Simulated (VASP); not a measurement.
# MoS2 (P-6m2) in VASP: a series of runs

The runs below take MoS2 through single point, with PBE+D3(BJ)+U, PBE+D3(BJ).

Everything below comes from runs of VASP 6.6.1. Logs are shortened: lines on timing, memory, paths and dates and some standing lists are left out, and cuts for length are marked.

## Step 1: The cell of the first run

The structure is hexagonal, space group P-6m2 (No. 187). Conventional cell: a = 3.150 Å, b = 3.150 Å, c = 7.229 Å, α = 90.00°, β = 90.00°, γ = 120.00°. Mo (site symmetry -6m2) has 6 S at 2.49 Å and 6 Mo at 3.15 Å within 3.3 Å. S (site symmetry 3m) has 3 Mo at 2.49 Å and 7 S at 3.15 to 3.41 Å within 3.5 Å.

## Step 2: Single point, PBE+D3(BJ)+U

Contents of INCAR:

```
PREC = Accurate
ENCUT = 500
EDIFF = 1E-6
ISMEAR = 0
SIGMA = 0.05
LREAL = F
LASPH = T
NELM = 200
ALGO = Normal
ISIF = 2
LWAVE = F
LCHARG = T
LMAXMIX = 4
LDAU = T
LDAUTYPE = 2
LDAUL = 2 -1
LDAUU = 2 0
LDAUJ = 0 0
LDAUPRINT = 1
GGA = PE
IVDW = 12
LELF = T
LVHAR = T
NBANDS = 20
GGA_COMPAT = F
```

Contents of KPOINTS:

```
Automatic mesh
0
Gamma
  12 12 4
```

Contents of POSCAR:

```
MoS2
1.0
    3.1497239970      0.0000000000      0.0000000000
   -1.5748619985      2.7277409963      0.0000000000
    0.0000000000      0.0000000000      7.2292026430
Mo S
1 2
Direct
    0.0000000000      0.0000000000      0.0000000000
    0.3333333333      0.6666666667      0.2356692374
    0.3333333333      0.6666666667      0.7643307626
```

Potentials or basis: VASP PAW PBE potentials, release 64 (Mo_sv, S).

Launch:

```console
cat potpaw_PBE.64/Mo_sv/POTCAR potpaw_PBE.64/S/POTCAR > POTCAR
mpirun -np 1 vasp_std > vasp.out
```

OUTCAR:

```text
PREC = Accurate
   ENCUT = 500
   EDIFF = 1E-6
   ISMEAR = 0
   LREAL = F
   LASPH = T
   NELM = 200
   ISIF = 2
   GGA = PE
   IVDW = 12
 IVDW          = 12

 ion  position               nearest neighbor table
   1  0.000  0.000  0.000-   2 2.49   3 2.49   2 2.49   3 2.49   2 2.49   3 2.49
   2  0.333  0.667  0.236-   1 2.49   1 2.49   1 2.49
   3  0.333  0.667  0.764-   1 2.49   1 2.49   1 2.49

  LATTYP: Found a hexagonal cell.
 ALAT       =     3.1497239970
 C/A-ratio  =     2.2951860702

  Lattice vectors:

 A1 = (   3.1497239970,   0.0000000000,   0.0000000000)
 A2 = (  -1.5748619985,   2.7277409963,   0.0000000000)
 A3 = (   0.0000000000,   0.0000000000,   7.2292026430)

Analysis of symmetry for initial positions (statically):
=====================================================================
 Subroutine PRICEL returns:
 Original cell was already a primitive cell.

 Routine SETGRP: Setting up the symmetry group for a
 hexagonal supercell.

 Subroutine GETGRP returns: Found 12 space group operations
 (whereof 12 operations were pure point group operations)
 out of a pool of 24 trial point group operations.

The static configuration has the point symmetry D_3h.

Analysis of symmetry for dynamics (positions and initial velocities):
=====================================================================
 Subroutine PRICEL returns:
 Original cell was already a primitive cell.

 Routine SETGRP: Setting up the symmetry group for a
 hexagonal supercell.

 Subroutine GETGRP returns: Found 12 space group operations
 (whereof 12 operations were pure point group operations)
 out of a pool of 24 trial point group operations.

The dynamic configuration has the point symmetry D_3h.

 Subroutine INISYM returns: Found 12 space group operations
 (whereof 12 operations are pure point group operations),
 and found     1 'primitive' translations

----------------------------------------------------------------------------------------

                                     Primitive cell

[... 143 lines left out ...]
 -0.0000  0.0000  0.4045 -0.0000 -0.0000
 -0.0000 -0.0000 -0.0000  0.3596  0.0000
 -0.0000 -0.0000 -0.0000  0.0000  0.3926

spin component  2

  0.3926 -0.0000 -0.0000 -0.0000 -0.0000
 -0.0000  0.3596  0.0000 -0.0000 -0.0000
 -0.0000  0.0000  0.4045 -0.0000 -0.0000
 -0.0000 -0.0000 -0.0000  0.3596  0.0000
 -0.0000 -0.0000 -0.0000  0.0000  0.3926

 occupancies and eigenvectors

  o =  0.3596  v =  0.0000 -1.0000  0.0000 -0.0000 -0.0000  0.0000  0.0000  0.0000  0.0000  0.0000      0.0000  0.0000  0.0000  0.0000  0.0000  0.0000  0.0000  0.0000  0.0000  0.0000
  o =  0.3596  v =  0.0000  0.0000  0.0000  0.0000  0.0000  0.0000 -1.0000  0.0000 -0.0000 -0.0000      0.0000  0.0000  0.0000  0.0000  0.0000  0.0000  0.0000  0.0000  0.0000  0.0000
  o =  0.3596  v =  0.0000  0.0000  0.0000 -1.0000 -0.0000  0.0000  0.0000  0.0000  0.0000  0.0000      0.0000  0.0000  0.0000  0.0000  0.0000  0.0000  0.0000  0.0000  0.0000  0.0000
  o =  0.3596  v =  0.0000  0.0000  0.0000  0.0000  0.0000  0.0000  0.0000  0.0000 -1.0000 -0.0000      0.0000  0.0000  0.0000  0.0000  0.0000  0.0000  0.0000  0.0000  0.0000  0.0000
  o =  0.3926  v =  0.0000  0.0000  0.0000  0.0000  0.0000  0.0000  0.0000 -0.0000  0.0000 -1.0000      0.0000  0.0000  0.0000  0.0000  0.0000  0.0000  0.0000  0.0000  0.0000  0.0000
  o =  0.3926  v =  0.0000  0.0000 -0.0000  0.0000 -1.0000  0.0000  0.0000  0.0000  0.0000  0.0000      0.0000  0.0000  0.0000  0.0000  0.0000  0.0000  0.0000  0.0000  0.0000  0.0000
  o =  0.3926  v =  1.0000  0.0000  0.0000  0.0000  0.0000  0.0000  0.0000  0.0000  0.0000  0.0000      0.0000  0.0000  0.0000  0.0000  0.0000  0.0000  0.0000  0.0000  0.0000  0.0000
  o =  0.3926  v =  0.0000  0.0000  0.0000  0.0000  0.0000  1.0000  0.0000  0.0000  0.0000  0.0000      0.0000  0.0000  0.0000  0.0000  0.0000  0.0000  0.0000  0.0000  0.0000  0.0000
  o =  0.4045  v =  0.0000  0.0000  0.0000  0.0000  0.0000  0.0000  0.0000  1.0000  0.0000 -0.0000      0.0000  0.0000  0.0000  0.0000  0.0000  0.0000  0.0000  0.0000  0.0000  0.0000
  o =  0.4045  v =  0.0000  0.0000  1.0000  0.0000 -0.0000  0.0000  0.0000  0.0000  0.0000  0.0000      0.0000  0.0000  0.0000  0.0000  0.0000  0.0000  0.0000  0.0000  0.0000  0.0000

 number of electron      26.0000002 magnetization

 Free energy of the ion-electron system (eV)
  ---------------------------------------------------
  ext. energy  EPLUGINS =         0.00000000
  ---------------------------------------------------
  free energy    TOTEN  =       -19.19027906 eV

  energy without entropy =      -19.19027906  energy(sigma->0) =      -19.19027906

 E-fermi :   5.4698     XC(G=0):  -9.8874

 val. band max:        5.2638999306   @ k =   0.3333   0.3333   0.5000
 cond. band min:       6.4345869912   @ k =   0.1667   0.1667   0.0000
 fundamental gap:      1.1706870606
 Fermi energy:         5.4698267067

 k-point     1 :       0.0000    0.0000    0.0000
  band No.  band energies     occupation
      1     -55.9781      2.00000
      2     -30.0910      2.00000
      3     -29.8314      2.00000
      4     -29.8314      2.00000
      5      -8.6999      2.00000
      6      -7.6928      2.00000
[... 541 lines left out ...]
     19      12.7825      0.00000
     20      13.6132      0.00000

 [... further k-points ...]

------------------------ aborting loop because EDIFF is reached ----------------------------------------

 Edisp (eV)   -1.10387

 E8    (eV) :    -0.4479

  FORCE on cell =-STRESS in cart. coord.  units (eV):
  Direction    XX          YY          ZZ          XY          YZ          ZX
  --------------------------------------------------------------------------------------
  -------------------------------------------------------------------------------------
  Total      -1.85732    -1.85732    -7.30454     0.00000     0.00000     0.00000
  in kB     -47.91051   -47.91051  -188.42458     0.00000     0.00000     0.00000
  external pressure =      -94.75 kB  Pullay stress =        0.00 kB

 VOLUME and BASIS-vectors are now :
 -----------------------------------------------------------------------------
  energy-cutoff  :      500.00
  volume of cell :       62.11
      direct lattice vectors                 reciprocal lattice vectors
     3.149723997  0.000000000  0.000000000     0.317488136  0.183301861  0.000000000
    -1.574861999  2.727740996  0.000000000     0.000000000  0.366603721  0.000000000
     0.000000000  0.000000000  7.229202643     0.000000000  0.000000000  0.138327842

 POSITION                                       TOTAL-FORCE (eV/Angst)
 -----------------------------------------------------------------------------------
      0.00000      0.00000      0.00000         0.000000      0.000000      0.000000
     -0.00000      1.81849      1.70370        -0.000000      0.000000     -1.988494
     -0.00000      1.81849      5.52550        -0.000000     -0.000000      1.988494
 -----------------------------------------------------------------------------------
    total drift:                                0.000000     -0.000000     -0.000000

  FREE ENERGIE OF THE ION-ELECTRON SYSTEM (eV)
  ---------------------------------------------------
  free  energy   TOTEN  =       -20.2941524332 eV

  energy  without entropy=      -20.2941524332  energy(sigma->0) =      -20.29415243
```

OSZICAR:

```text
N       E                     dE             d eps       ncg     rms          rms(c)
DAV:   1     0.179739840884E+03    0.17974E+03   -0.12943E+04  2312   0.117E+03
DAV:   2    -0.130831469586E+02   -0.19282E+03   -0.18685E+03  2776   0.303E+02
DAV:   3    -0.208419474354E+02   -0.77588E+01   -0.76801E+01  2828   0.565E+01
DAV:   4    -0.209446859349E+02   -0.10274E+00   -0.10268E+00  2808   0.680E+00
DAV:   5    -0.209465394606E+02   -0.18535E-02   -0.18535E-02  2916   0.885E-01    0.200E+01
DAV:   6    -0.199070261853E+02    0.10395E+01   -0.15813E+01  2480   0.220E+01    0.887E+00
DAV:   7    -0.193201876769E+02    0.58684E+00   -0.65846E+00  2360   0.135E+01    0.485E+00
DAV:   8    -0.191920950234E+02    0.12809E+00   -0.70500E-01  2592   0.484E+00    0.174E+00
DAV:   9    -0.191921693292E+02   -0.74306E-04   -0.37094E-02  2700   0.114E+00    0.638E-01
DAV:  10    -0.191901959248E+02    0.19734E-02   -0.16944E-02  2628   0.850E-01    0.199E-01
DAV:  11    -0.191902326610E+02   -0.36736E-04   -0.72563E-04  2604   0.182E-01    0.677E-02
DAV:  12    -0.191902324544E+02    0.20657E-06   -0.14158E-04  2600   0.728E-02    0.375E-02
DAV:  13    -0.191902790967E+02   -0.46642E-04   -0.14200E-04  2436   0.709E-02    0.212E-02
DAV:  14    -0.191902790612E+02    0.35520E-07   -0.62965E-06  2828   0.167E-02
   1 F= -.20294152E+02 E0= -.20294152E+02  d E =-.430201E-11
```

stdout:

```text
POSCAR found type information on POSCAR MoS
 POSCAR found :  2 types and       3 ions
 scaLAPACK will be used
 LDA part: xc-table for (Slater+PW92), standard interpolation
 POSCAR, INCAR and KPOINTS ok, starting setup
 FFT: planning ... GRIDC
 FFT: planning ... GRID_SOFT
 FFT: planning ... GRID
 WAVECAR not read
 entering main loop
```

Wall time 97 s (1 thread of Oxide Virtual Turin-like, shared host); peak memory 0.19 GiB.

Results:

| Quantity | Value |
| --- | --- |
| Free energy | -20.2942 eV |
| Pressure | -9.5 GPa |
| Largest force | 1.988 eV/Å |
| Band gap on the k mesh | 1.17 eV (least direct gap 1.93 eV) |
| Dispersion energy per atom | -0.368 eV |

Forces on the atoms (eV/Å):
```
Mo   0.000  0.000  0.000
S    0.000  0.000 -1.988
S    0.000  0.000  1.988
```

Stress tensor (GPa, compression positive):
```
 -4.79   0.00   0.00
  0.00  -4.79   0.00
  0.00   0.00 -18.84
```

Levels at points of the mesh, in eV from the valence-band top:
| k point | band 10 | band 11 | band 12 | band 13 | band 14 | band 15 | band 16 | band 17 |
| --- | --- | --- | --- | --- | --- | --- | --- | --- |
| (0.00, 0.00, 0.00) | -1.79 | -0.93 | -0.93 | -0.92 | 2.58 | 2.58 | 2.70 | 2.70 |
| (0.50, 0.00, 0.00) | -2.62 | -2.09 | -0.96 | -0.68 | 2.35 | 2.48 | 3.68 | 3.78 |
| (0.00, 0.00, 0.50) | -1.97 | -0.94 | -0.94 | -0.34 | 2.62 | 2.62 | 2.66 | 2.66 |
| (0.50, 0.00, 0.50) | -2.64 | -2.55 | -0.69 | -0.64 | 2.36 | 2.66 | 3.22 | 3.69 |

Eigenvalues of the final occupation matrices:
```csv
site,spin,trace,eigenvalues
site 1 d,1,1.91,0.36 0.36 0.39 0.39 0.40
site 1 d,2,1.91,0.36 0.36 0.39 0.39 0.40
```

Caveat: the stress differs along the axes, from -19 to -5 GPa; forces of over 1 eV/Å act on the atoms, so gaps and moduli don't describe the material at rest.

(Continued in part 2 of 2.)
